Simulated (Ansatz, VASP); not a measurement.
**Pt in VASP and in Ansatz**

```
CELL_PARAMETERS angstrom
0.00000 1.95902 1.95902
1.95902 0.00000 1.95902
1.95902 1.95902 0.00000
ATOMIC_POSITIONS crystal
Pt 0.00000 0.00000 0.00000
```

Alike in both runs: functional PBEsol; k mesh 56 × 56 × 56; occupations gaussian, width 0.1 eV; no spin polarisation.

Ansatz relaxed the structure, and its values are those at the end. VASP's run is a single point on that final structure, the one shown.

```csv
,VASP,Ansatz
version,VASP 6.6.1,Ansatz 0.2.0
potentials or method,"VASP PAW PBE potentials, release 64 (Pt)","scalar-relativistic, plane waves, PAW"
plane-wave cutoff (eV),520,420
valence electrons in the cell,10,18
```

Ansatz gave:

| Quantity | Value |
| --- | --- |
| gap on the k mesh at the Fermi level (eV) | none |
| pressure (GPa) | 0.0 |

Which values does VASP return?

gap on the k mesh at the Fermi level (eV): none; pressure (GPa): -0.4.

VASP's potentials were made for PBE, not for PBEsol. A gap of «none» marks a metal or a gap that the smearing closes. VASP's potentials hold 10 valence electrons a cell and Ansatz's 18, so a difference there can come from the potentials and not from the codes.

Spin-orbit coupling is off throughout.
